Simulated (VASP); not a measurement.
# SnS2 (Berndtite-2T) (P-3m1) in VASP: notebook, part 2 of 2

VASP 6.6.1.

**4. Single point, PBE**

This run uses another cell than the first one, of 22.36 Å³/atom, 1.007 times its volume.

INCAR reads:

```
PREC = Accurate
ENCUT = 500
EDIFF = 1E-6
ISMEAR = -1
SIGMA = 0.05
LREAL = False
LASPH = True
NELM = 120
ALGO = Normal
ISIF = 2
LWAVE = False
LCHARG = False
GGA = PE
NBANDS = 20
GGA_COMPAT = False
```

KPOINTS reads:

```
regular mesh
0
Gamma
  6 6 4
```

POSCAR reads:

```
SnS2
1.0
    3.6390000000      0.0000000000      0.0000000000
   -1.8195000000      3.1514700000      0.0000000000
    0.0000000000      0.0000000000      5.8484400000
Sn S
1 2
Direct
    0.0000000000      0.0000000000      0.0000000000
    0.3333333333      0.6666666667      0.2500000000
    0.6666666667      0.3333333333      0.7500000000
```

Potentials or basis: VASP PAW PBE potentials, release 64 (Sn_d, S).

Command:

```
> cat potpaw_PBE.64/Sn_d/POTCAR potpaw_PBE.64/S/POTCAR > POTCAR
> mpirun -np 1 vasp_std > vasp.out
```

OUTCAR:

```text
PREC = Accurate
   ENCUT = 500
   EDIFF = 1E-6
   ISMEAR = -1
   LREAL = False
   LASPH = True
   NELM = 120
   ISIF = 2
   GGA = PE

 ion  position               nearest neighbor table
   1  0.000  0.000  0.000-   2 2.56   3 2.56   3 2.56   2 2.56   3 2.56   2 2.56
   2  0.333  0.667  0.250-   1 2.56   1 2.56   1 2.56
   3  0.667  0.333  0.750-   1 2.56   1 2.56   1 2.56

  LATTYP: Found a hexagonal cell.
 ALAT       =     3.6390000000
 C/A-ratio  =     1.6071558120

  Lattice vectors:

 A1 = (   3.6390000000,   0.0000000000,   0.0000000000)
 A2 = (  -1.8195000000,   3.1514700000,   0.0000000000)
 A3 = (   0.0000000000,   0.0000000000,   5.8484400000)

Analysis of symmetry for initial positions (statically):
=====================================================================
 Subroutine PRICEL returns:
 Original cell was already a primitive cell.

 Routine SETGRP: Setting up the symmetry group for a
 hexagonal supercell.

 Subroutine GETGRP returns: Found 12 space group operations
 (whereof 12 operations were pure point group operations)
 out of a pool of 24 trial point group operations.

The static configuration has the point symmetry D_3d.

Analysis of symmetry for dynamics (positions and initial velocities):
=====================================================================
 Subroutine PRICEL returns:
 Original cell was already a primitive cell.

 Routine SETGRP: Setting up the symmetry group for a
 hexagonal supercell.

 Subroutine GETGRP returns: Found 12 space group operations
 (whereof 12 operations were pure point group operations)
 out of a pool of 24 trial point group operations.

The dynamic configuration has the point symmetry D_3d.

 Subroutine INISYM returns: Found 12 space group operations
 (whereof 12 operations are pure point group operations),
 and found     1 'primitive' translations

----------------------------------------------------------------------------------------

                                     Primitive cell

  volume of cell :      67.0711

  direct lattice vectors                    reciprocal lattice vectors
     3.639000000  0.000000000  0.000000000     0.274800769  0.158656119  0.000000000
    -1.819500000  3.151470000  0.000000000     0.000000000  0.317312238  0.000000000
     0.000000000  0.000000000  5.848440000     0.000000000  0.000000000  0.170985767

  length of vectors
     3.639000000  3.639003079  5.848440000     0.317312507  0.317312238  0.170985767

  position of ions in fractional coordinates (direct lattice)
     0.000000000  0.000000000  0.000000000
     0.333333333  0.666666667  0.250000000
     0.666666667  0.333333333  0.750000000

  ion indices of the primitive-cell ions
   primitive index   ion index
                 1           1
                 2           2
                 3           3

----------------------------------------------------------------------------------------

 KPOINTS: regular mesh

Automatic generation of k-mesh.
 Grid dimensions read from file:
 generate k-points for:    6    6    4

 Generating k-lattice:

  Cartesian coordinates                     Fractional coordinates (reciprocal lattice)
     0.045800128  0.026442687  0.000000000     0.166666667  0.000000000  0.000000000
     0.000000000  0.052885373  0.000000000     0.000000000  0.166666667  0.000000000
     0.000000000  0.000000000  0.042746442     0.000000000  0.000000000  0.250000000

  Length of vectors
     0.052885418  0.052885373  0.042746442

  Shift w.r.t. Gamma in fractional coordinates (k-lattice)
     0.000000000  0.000000000  0.000000000

 Subroutine IBZKPT returns following result:
 ===========================================

 Found     24 irreducible k-points:

 Following reciprocal coordinates:
            Coordinates               Weight
  0.000000  0.000000  0.000000      1.000000
  0.166667  0.000000  0.000000      6.000000
  0.333333 -0.000000  0.000000      6.000000
  0.500000  0.000000  0.000000      3.000000
  0.166667  0.166667  0.000000      6.000000
  0.333333  0.166667  0.000000     12.000000
[... 16 lines left out ...]
  0.333333  0.166667  0.500000     12.000000
  0.333333  0.333333  0.500000      2.000000
   k-points           NKPTS =     24   k-points in BZ     NKDIM =     24   number of bands    NBANDS=     20
   number of dos      NEDOS =    301   number of ions     NIONS =      3
   total plane-waves  NPLWV =  37632
   dimension x,y,z NGX =    28 NGY =   28 NGZ =   48
   dimension x,y,z NGXF=    56 NGYF=   56 NGZF=   96
   ions per type =               1   2
   NGX,Y,Z   is equivalent  to a cutoff of  12.79, 12.79, 13.64 a.u.
   NGXF,Y,Z  is equivalent  to a cutoff of  25.58, 25.58, 27.29 a.u.
 SYSTEM =  unknown system
   PREC   = accura    normal or accurate (medium, high low for compatibility)
   ISTART =      0    job   : 0-new  1-cont  2-samecut
   ICHARG =      2    charge: 1-file 2-atom 10-const
   ISPIN  =      1    spin polarized calculation?
   LNONCOLLINEAR =      F non collinear calculations
   LSORBIT =      F    spin-orbit coupling
   LASPH  =      T    aspherical Exc in radial PAW
   ENCUT  =  500.0 eV  36.75 Ry    6.06 a.u.   6.63  6.63 10.66*2*pi/ulx,y,z
   NELM   =    120;   NELMIN=  2; NELMDL= -5     # of ELM steps
   EDIFF  = 0.1E-05   stopping-criterion for ELM
   LREAL  =      F    real-space projection
   EDIFFG = 0.1E-04   stopping-criterion for IOM
   NSW    =      0    number of steps for IOM
   IBRION =     -1    ionic relax: 0-MD 1-quasi-New 2-CG
   NFREE  =      0    steps in history (QN), initial steepest desc. (CG)
   ISIF   =      2    stress and relaxation
   ISYM   =      2    0-nonsym 1-usesym 2-fastsym
   POTIM  = 0.5000    time-step for ionic-motion
   TEBEG  =    0.0;   TEEND  =   0.0 temperature during run
   PSTRESS=    0.0 pullay stress
   NELECT =      26.0000    total number of electrons
   NUPDOWN=      -1.0000    fix difference up-down
   EMIN   =  10.00;   EMAX   =-10.00  energy-range for DOS
   EFERMI =   0.00;   METHOD = LEGACY
   ISMEAR =    -1;   SIGMA  =   0.05  broadening in eV -4-tet -1-fermi 0-gaus
   EFERMI_NEDOS =   21; number of points for ismear=-14 and -15
   IALGO  =     38    algorithm
   IMIX   =      4    mixing-type and parameters
     AMIX     =   0.40;   BMIX     =  1.00
     AMIX_MAG =   1.60;   BMIX_MAG =  1.00
  volume/ion in A,a.u.               =      22.36       150.87
  Fermi-wavevector in a.u.,A,eV,Ry     =   1.193679  2.255726 19.386525  1.424869
  Thomas-Fermi vector in A             =   2.329687
   LORBIT       =      0    0 simple, 1 ext, 2 COOP (PROOUT), +10 PAW based schemes
   GGA     = PE    functional components
   LHFCALC =     F    Hartree Fock is set to
   AEXX    =    0.0000 exact exchange contribution
   IVDW    =     0    specifies the selected vdW correction
   LEPSILON=     F    determine dielectric tensor
   LRPA    =     F    only Hartree local field effects (RPA)
 non-spin polarized calculation
  energy-cutoff  :      500.00
  volume of cell :       67.07
 maximum number of plane-waves:      1725
 NGX is ok and might be reduce to    28
   NGX = 13   NGY = 13   NGZ = 21

 number of electron      26.0000008 magnetization

 Free energy of the ion-electron system (eV)
  ---------------------------------------------------
  ext. energy  EPLUGINS =         0.00000000
  ---------------------------------------------------
  free energy    TOTEN  =       -13.12754361 eV

  energy without entropy =      -13.12754356  energy(sigma->0) =      -13.12754359

 E-fermi :   5.5781     XC(G=0):  -9.6768

 val. band max:        4.8572628233   @ k =   0.0000   0.0000   0.0000
 cond. band min:       6.3260469339   @ k =   0.5000   0.0000   0.2500
 fundamental gap:      1.4687841106
 Fermi energy:         5.5781290586

 k-point     1 :       0.0000    0.0000    0.0000
  band No.  band energies     occupation
      1     -16.1099      2.00000
      2     -16.1099      2.00000
      3     -16.0662      2.00000
      4     -16.0371      2.00000
      5     -16.0370      2.00000
      6      -9.0453      2.00000
[... 12 lines left out ...]
     19      14.3886      0.00000
     20      14.3886      0.00000
[... 507 lines left out ...]
 k-point    24 :       0.3333    0.3333    0.5000
  band No.  band energies     occupation
      1     -16.1355      2.00000
      2     -16.1355      2.00000
      3     -16.0356      2.00000
      4     -16.0356      2.00000
      5     -16.0121      2.00000
      6      -6.4954      2.00000
[... 12 lines left out ...]
     19      14.4455      0.00000
     20      14.5095      0.00000

------------------------ aborting loop because EDIFF is reached ----------------------------------------

  FORCE on cell =-STRESS in cart. coord.  units (eV):
  Direction    XX          YY          ZZ          XY          YZ          ZX
  --------------------------------------------------------------------------------------
  -------------------------------------------------------------------------------------
  Total        1.9105388      1.9105431      1.8200896      0.0000000      0.0000000      0.0000000
  in kB       45.6384800     45.6385830     43.4778518      0.0000000      0.0000000      0.0000000
  external PRESSURE =      44.9183049 kB  Pullay stress =       0.0000000 kB

 VOLUME and BASIS-vectors are now :
 -----------------------------------------------------------------------------
  energy-cutoff  :      500.00
  volume of cell :       67.07
      direct lattice vectors                 reciprocal lattice vectors
     3.639000000  0.000000000  0.000000000     0.274800769  0.158656119  0.000000000
    -1.819500000  3.151470000  0.000000000     0.000000000  0.317312238  0.000000000
     0.000000000  0.000000000  5.848440000     0.000000000  0.000000000  0.170985767

 POSITION                                       TOTAL-FORCE (eV/Angst)
 -----------------------------------------------------------------------------------
      0.00000      0.00000      0.00000         0.000000      0.000000      0.000000
     -0.00000      2.10098      1.46211         0.000000     -0.000000      0.287584
      1.81950      1.05049      4.38633        -0.000000      0.000000     -0.287584
 -----------------------------------------------------------------------------------
    total drift:                               -0.000000     -0.000000     -0.000000

  FREE ENERGIE OF THE ION-ELECTRON SYSTEM (eV)
  ---------------------------------------------------
  free  energy   TOTEN  =       -13.1275436119 eV

  energy  without entropy=      -13.1275435585  energy(sigma->0) =      -13.12754359
```

Wall time 29 s (1 thread of AMD EPYC 9R45 (Zen 5), shared host); peak memory 0.15 GiB.

Results:

```yaml
Free_energy: -13.1275 eV
Pressure: 4.5 GPa
Largest_force: 0.288 eV/Å
Band_gap_on_the_k_mesh: 1.47 eV, indirect (least direct gap 1.96 eV)
```

Forces in eV/Å, atoms in the order of the input:
```
Sn   0.000  0.000  0.000
S    0.000  0.000  0.288
S    0.000  0.000 -0.288
```

Caveat: spin-orbit coupling is left out, which moves the levels of the heavy elements; this functional lacks dispersion, which binds the layers, so the pressure and a relaxed spacing across them are unreliable.

**5. The runs side by side**

```csv
cell,gap on the mesh (eV),pressure (GPa),largest force (eV/Å)
"a = 3.639, b = 3.639, c = 5.809 Å, angles 90.0, 90.0, 120.0°, 3 atoms",1.44,5.1,0.39
"a = 3.639, b = 3.639, c = 5.829 Å, angles 90.0, 90.0, 120.0°, 3 atoms",1.46,4.8,0.34
"a = 3.639, b = 3.639, c = 5.848 Å, angles 90.0, 90.0, 120.0°, 3 atoms",1.47,4.5,0.29
```

Alike in all rows: task single point; level PBE; potentials or basis VASP PAW PBE potentials, release 64 (Sn_d, S); no spin polarisation; k mesh 6 × 6 × 4; cutoff (eV) 500; smearing fermi-dirac 0.05 eV.

Caveats: spin-orbit coupling is left out, which moves the levels of the heavy elements; this functional lacks dispersion, which binds the layers, so the pressure and a relaxed spacing across them are unreliable.

Total energies depend on the potentials used, so only differences within one code and one set of settings carry meaning.
